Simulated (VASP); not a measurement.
TaN:

```
Ta N
1.0
     0.00000    2.17900    2.17900
     2.17900    0.00000    2.17900
     2.17900    2.17900    0.00000
Ta N
1 1
Direct
  0.50000 0.50000 0.50000
  0.00000 0.00000 0.00000
```

Base run:

- Program: VASP 6.6.1
- Functional: PBE
- Potentials or basis: VASP PAW PBE potentials, release 64 (Ta_pv, N)
- Cutoff: 520 eV
- k mesh: 11 × 11 × 11
- Occupations: fermi-dirac, width 0.05 eV
- Spin: no spin polarisation

Its results: band gap on the k mesh zero (band 8 reaches 11.61 eV, above the bottom of band 9 at 7.68 eV); pressure 15.6 GPa.

The run is repeated on the same cell with these changes: potentials or basis from VASP PAW PBE potentials, release 64 (Ta_pv, N) to VASP PAW PBE potentials, release 64 (Ta_sv_GW, N); cutoff from 520 eV to 600 eV; further incar settings from ALGO = Normal; EDIFF = 1e-06; NBANDS = 15 to ALGO = Normal; EDIFF = 1e-06; NBANDS = 16; valence electrons from 16 to 18. What comes out?

Band gap on the k mesh zero (band 9 reaches 15.98 eV, above the bottom of band 10 at 12.07 eV); pressure 14.7 GPa.

Caveats: spin-orbit coupling is left out, which moves the levels of the heavy elements.
